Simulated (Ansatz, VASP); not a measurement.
Two plane-wave programs on In

INCAR

```
PREC = Accurate ; ENCUT = 520
EDIFF = 1E-6 ; ISMEAR = 0
SIGMA = 0.1 ; LREAL = F
LASPH = T ; NELM = 60
ALGO = Normal ; ISIF = 2
LWAVE = F ; LCHARG = F
GGA = PE ; NBANDS = 12
```

The input KPOINTS:

```
Automatic mesh
0
Gamma
  14 14 14
```

File POSCAR:

```
In
1.0
   -1.7854057629      1.7854057629      1.9548330345
    1.7854057629     -1.7854057629      1.9548330345
    1.7854057629      1.7854057629     -1.9548330345
In
1
Direct
    0.0000000000      0.0000000000      0.0000000000
```

Input for Ansatz:

```yaml
crystal:
  lattice:
    - [-1.7854057629, 1.7854057629, 1.9548330345]
    - [1.7854057629, -1.7854057629, 1.9548330345]
    - [1.7854057629, 1.7854057629, -1.9548330345]
  atoms:
    - { symbol: In, position: [0.0, 0.0, 0.0] }
basis:
  ecutwfc: 420
kpoints:
  mp_grid: { grid: [14, 14, 14] }
hamiltonian:
  xc: pbe
scf:
  occupations: { method: gaussian, width: 0.1 }
output:
  forces: true
  stress: true
  eigenvalues: true
```

Alike in both runs: task single point; functional PBE; k mesh 14 × 14 × 14; occupations gaussian, width 0.1 eV; no spin polarisation.

|  | VASP | Ansatz |
| --- | --- | --- |
| version | VASP 6.6.1 | Ansatz 0.2.0 |
| potentials or method | VASP PAW PBE potentials, release 64 (In_d), cutoff 520 eV | scalar-relativistic, plane waves, PAW |
| valence electrons in the cell | 13 | 13 |

|  | VASP | Ansatz | Ansatz less VASP |
| --- | --- | --- | --- |
| gap on the k mesh at the Fermi level (eV) | none | none | - |
| pressure (GPa) | 4.7 | 4.7 | +0.04 |
| traceless stress, the component that is largest in VASP (GPa) | 0.47 | 0.47 | 0.000 |

A gap of «none» marks a metal or a gap that the smearing closes. With one functional, cell and mesh, what is left measures potentials, basis and numerics.
